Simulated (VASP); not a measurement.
# GaP (F-43m) in VASP: further runs, part 2 of 2

VASP 6.6.1. The steps go on from the part before.

### Step 3. Single point, r2SCAN

File POSCAR:

```
GaP
1.0
    0.0000000000      2.7525368107      2.7525368107
    2.7525368107      0.0000000000      2.7525368107
    2.7525368107      2.7525368107      0.0000000000
Ga P
1 1
Direct
    0.0000000000      0.0000000000      0.0000000000
    0.2500000000      0.2500000000      0.2500000000
```

File INCAR.step1:

```
PREC = Accurate ; ENCUT = 520
ISMEAR = 0 ; SIGMA = 0.02
LREAL = F ; LASPH = T
NELM = 60 ; NBANDS = 16
GGA = PE ; ALGO = Normal
EDIFF = 1E-4 ; LWAVE = T
LCHARG = F
```

File INCAR.step2:

```
PREC = Accurate ; ENCUT = 520
EDIFF = 1E-7 ; ISMEAR = 0
SIGMA = 0.02 ; LREAL = F
LASPH = T ; NELM = 60
ALGO = Normal ; ISIF = 2
LWAVE = F ; LCHARG = T
METAGGA = R2SCAN ; LMIXTAU = T
LELF = T ; LVHAR = T
NBANDS = 16 ; ISTART = 1
```

File KPOINTS:

```
regular mesh
0
Gamma
  8 8 8
```

Potentials or basis: VASP PAW PBE potentials, release 64 (Ga_d, P).

Launch:

```sh
$ cat potpaw_PBE.64/Ga_d/POTCAR potpaw_PBE.64/P/POTCAR > POTCAR
$ cp INCAR.step1 INCAR
$ mpirun -np 1 vasp_std > vasp.out
$ cp INCAR.step2 INCAR
$ mpirun -np 1 vasp_std > vasp.out
```

Wall time 64 s (1 thread of Intel Xeon Platinum 8488C (Sapphire Rapids), shared host); peak memory 0.18 GiB.

Results (log left out):

```
Free energy            : -21.4532 eV
Pressure               : -2.5 GPa
Band gap on the k mesh : 1.94 eV, indirect (least direct gap 2.08 eV)
```

Levels at points of the mesh, in eV from the valence-band top:
```
           k point  band 6  band 7  band 8  band 9  band 10  band 11  band 12  band 13
(0.00, 0.00, 0.00)  -12.79    0.00    0.00    0.00     2.08     4.20     4.20     4.20
(0.50, 0.00, 0.00)  -10.73   -6.67   -1.12   -1.12     1.94     5.06     5.06     8.76
(0.50, 0.50, 0.00)   -9.84   -6.81   -2.69   -2.69     1.97     2.13    11.12    11.12
```

Caveat: the PAW data sets were made with another functional, which shifts forces and pressure a little.

### Step 4. Relaxation of cell and atoms, PBE

File INCAR:

```
SYSTEM = GaP
PREC = Accurate
ENCUT = 600
EDIFF = 1E-6
ISMEAR = 0
SIGMA = 0.01
LREAL = .False.
LASPH = .True.
NELM = 100
ALGO = Normal
ISIF = 3
LWAVE = .False.
LCHARG = .False.
GGA = PE
IBRION = 2
NSW = 80
EDIFFG = -0.001
```

File KPOINTS:

```
Automatic mesh
0
Gamma
  8 8 8
  0 0 0
```

POSCAR, as its differences from that of step 3:

```diff
@@ -9,2 +9,2 @@
     0.0000000000      0.0000000000      0.0000000000
-    0.2500000000      0.2500000000      0.2500000000
+    0.7500000000      0.7500000000      0.7500000000
```

Potentials or basis: VASP PAW PBE potentials, release 64 (Ga_d, P).

Launch:

```sh
$ cat potpaw_PBE.64/Ga_d/POTCAR potpaw_PBE.64/P/POTCAR > POTCAR
$ mpirun -np 1 vasp_std > vasp.out
```

OUTCAR:

```text
SYSTEM = GaP
   PREC = Accurate
   ENCUT = 600
   EDIFF = 1E-6
   ISMEAR = 0
   LREAL = .False.
   LASPH = .True.
   NELM = 100
   ISIF = 3
   GGA = PE
   IBRION = 2
   NSW = 80
   EDIFFG = -0.001

 ion  position               nearest neighbor table
   1  0.000  0.000  0.000-   2 2.38   2 2.38   2 2.38   2 2.38
   2  0.750  0.750  0.750-   1 2.38   1 2.38   1 2.38   1 2.38

  LATTYP: Found a face centered cubic cell.
 ALAT       =     5.5050736214

  Lattice vectors:

 A1 = (   0.0000000000,   2.7525368107,   2.7525368107)
 A2 = (   2.7525368107,   0.0000000000,   2.7525368107)
 A3 = (   2.7525368107,   2.7525368107,   0.0000000000)

Analysis of symmetry for initial positions (statically):
[... 370 lines left out ...]
 fundamental gap:      1.5785917617
 Fermi energy:         4.4515841176

 k-point     1 :       0.0000    0.0000    0.0000
  band No.  band energies     occupation
      1     -10.1546      2.00000
      2     -10.1546      2.00000
      3     -10.1546      2.00000
      4     -10.0638      2.00000
      5     -10.0638      2.00000
      6      -7.9193      2.00000
      7       4.3502      2.00000
      8       4.3502      2.00000
      9       4.3502      2.00000
     10       5.9288      0.00000
     11       8.2459      0.00000
     12       8.2459      0.00000
     13       8.2459      0.00000
[... 354 lines left out ...]
  band No.  band energies     occupation
      1     -10.2331      2.00000
      2     -10.1265      2.00000
      3     -10.1157      2.00000
      4     -10.0682      2.00000
      5     -10.0572      2.00000
      6      -5.5618      2.00000
      7      -1.9230      2.00000
      8       1.2663      2.00000
      9       2.4968      2.00000
     10       7.7176      0.00000
     11       8.6691      0.00000
     12      10.7226      0.00000
     13      12.1854      0.00000

 [... further k-points ...]
[... 5 lines left out ...]
  --------------------------------------------------------------------------------------
  -------------------------------------------------------------------------------------
  Total        0.0004502      0.0004502      0.0004502      0.0000000      0.0000000      0.0000000
  in kB        0.0172914      0.0172914      0.0172914      0.0000000      0.0000000      0.0000000
  external PRESSURE =       0.0172914 kB  Pullay stress =       0.0000000 kB
[... 17 lines left out ...]
  FREE ENERGIE OF THE ION-ELECTRON SYSTEM (eV)
  ---------------------------------------------------
  free  energy   TOTEN  =        -9.1254717050 eV

  energy  without entropy=       -9.1254717050  energy(sigma->0) =       -9.12547171

 reached required accuracy - stopping structural energy minimisation
```

Run time: 57 s. Hardware: 1 thread of Intel Xeon Platinum 8488C (Sapphire Rapids), shared host; peak memory 0.19 GiB.

What came out:

- Free energy: -9.1255 eV
- Relaxed volume: 20.86 Å³/atom
- Relaxed cell: a = 3.893 Å, b = 3.893 Å, c = 3.893 Å, α = 60.00°, β = 60.00°, γ = 60.00°
- Space group after relaxing (to 0.05 Å): F-43m (No. 216)
- Energy gained by relaxing: 0.0 meV/atom
- Ionic steps: 19
- Pressure after relaxing: 0.0 GPa
- Band gap on the k mesh: 1.58 eV, direct

Final structure:
```cif
data_structure
_symmetry_space_group_name_H-M 'P 1'
_symmetry_Int_Tables_number 1
_cell_length_a 3.8929
_cell_length_b 3.8929
_cell_length_c 3.8929
_cell_angle_alpha 60.000
_cell_angle_beta 60.000
_cell_angle_gamma 60.000
_cell_volume 41.72
loop_
_atom_site_label
_atom_site_type_symbol
_atom_site_fract_x
_atom_site_fract_y
_atom_site_fract_z
_atom_site_occupancy
Ga1 Ga 0.00000 0.00000 0.00000 1
P1 P 0.75000 0.75000 0.75000 1
```

A k mesh can miss the band edges. As with any semilocal functional, this PBE gap is likely too small.

### Step 5. Relaxation of cell and atoms, PBE, target pressure 1 GPa, at which the enthalpy is minimised

File INCAR:

```
SYSTEM = GaP
ALGO = Normal ; EDIFF = 1E-7
EDIFFG = -0.001 ; ENCUT = 600
GGA = PE ; IBRION = 2
ISIF = 3 ; ISMEAR = 0
LASPH = .TRUE. ; LCHARG = .FALSE.
LREAL = .FALSE. ; LWAVE = .FALSE.
NELM = 100 ; NSW = 80
PREC = Accurate ; PSTRESS = 10.0
SIGMA = 0.01
```

File KPOINTS:

```
k-points
0
G
  8 8 8
  0 0 0
```

File POSCAR:

```
GaP
1.0
    0.0000000000      2.7530369374      2.7530369374
    2.7530369374      0.0000000000      2.7530369374
    2.7530369374      2.7530369374      0.0000000000
Ga P
1 1
Direct
    0.0000000000      0.0000000000      0.0000000000
    0.7500000000      0.7500000000      0.7500000000
```

Launch:

```sh
$ cat potpaw_PBE.64/Ga_d/POTCAR potpaw_PBE.64/P/POTCAR > POTCAR
$ mpirun -np 1 vasp_std > vasp.out
```

It took 28 s on 1 thread of Intel Xeon Platinum 8488C (Sapphire Rapids), shared host; peak memory 0.19 GiB.

The run converged. Its results:

* Free energy: -9.1238 eV
* Relaxed volume: 20.59 Å³/atom
* Relaxed cell: a = 3.876 Å, b = 3.876 Å, c = 3.876 Å, α = 60.00°, β = 60.00°, γ = 60.00°
* Space group after relaxing (to 0.05 Å): F-43m (No. 216)
* Energy change on relaxing (the enthalpy is what falls): +0.8 meV/atom
* Ionic steps: 3
* Pressure after relaxing: 1.0 GPa
* Band gap on the k mesh: 1.62 eV, indirect (least direct gap 1.68 eV)

Step by step:
```
step  energy change (eV)  largest force (eV/Å)  pressure (GPa)  volume (Å³)
   1              0.0000                0.0000           -0.02        41.73
   2              0.0036                0.0000            1.50        40.93
   3              0.0016                0.0000            1.00        41.19
```

Final structure:
```
Ga P
1.0
     0.00000    2.74100    2.74100
     2.74100    0.00000    2.74100
     2.74100    2.74100    0.00000
Ga P
1 1
Direct
  0.00000 0.00000 0.00000
  0.75000 0.75000 0.75000
```

Levels at points of the mesh, in eV from the valence-band top:
| k point | band 7 | band 8 | band 9 | band 10 | band 11 | band 12 |
| --- | --- | --- | --- | --- | --- | --- |
| (0.00, 0.00, 0.00) | 0.00 | 0.00 | 0.00 | 1.68 | 3.89 | 3.89 |
| (0.50, 0.00, 0.00) | -6.53 | -1.09 | -1.09 | 1.62 | 4.73 | 4.73 |
| (0.50, 0.50, 0.00) | -6.67 | -2.62 | -2.62 | 1.69 | 1.84 | 10.47 |

Caveat: the cell is relaxed towards a set pressure, so the enthalpy falls and the energy may rise. Expect the measured gap to be larger: semilocal functionals such as PBE lack the derivative discontinuity.

### Step 6. The runs side by side

| task | level | cell | cutoff (eV) | smearing | gap on the mesh (eV) | pressure (GPa) |
| --- | --- | --- | --- | --- | --- | --- |
| single point | r2SCAN | as given | 520 | gaussian 0.02 eV | 1.94 | -2.5 |
| relaxation of cell and atoms | PBE | relaxed | 600 | gaussian 0.01 eV | 1.58 | 0.0 |
| relaxation of cell and atoms | PBE | relaxed to 1 GPa | 600 | gaussian 0.01 eV | 1.62 | 1.0 |

Alike in all rows: potentials or basis VASP PAW PBE potentials, release 64 (Ga_d, P); no spin polarisation; k mesh 8 × 8 × 8.

Caveats: the PAW data sets were made with another functional, which shifts forces and pressure a little (some runs); the cell is relaxed towards a set pressure, so the enthalpy falls and the energy may rise (some runs).

Total energies depend on the potentials used, so only differences within one code and one set of settings carry meaning.

### Step 7. How close it comes

Step 2. Against the measured gap of GaP, 2.34 eV (indirect; 10 K; quoted in “Stacking defects in GaP nanowires: Electronic structure and optical properties”, 2018, arxiv:1810.01194), the calculated 1.94 eV is off by -0.40 eV. Spin-orbit coupling on Ga is left out. The value is that of r2SCAN on a finite k mesh, which can miss the band edges, without temperature or zero-point motion.

Step 3. A measured gap of GaP is 2.34 eV (indirect; 10 K; quoted in “Stacking defects in GaP nanowires: Electronic structure and optical properties”, 2018, arxiv:1810.01194); the calculated 1.94 eV misses it by -0.40 eV. Spin-orbit coupling on Ga is left out. The value is that of r2SCAN on a finite k mesh, which can miss the band edges, without temperature or zero-point motion.
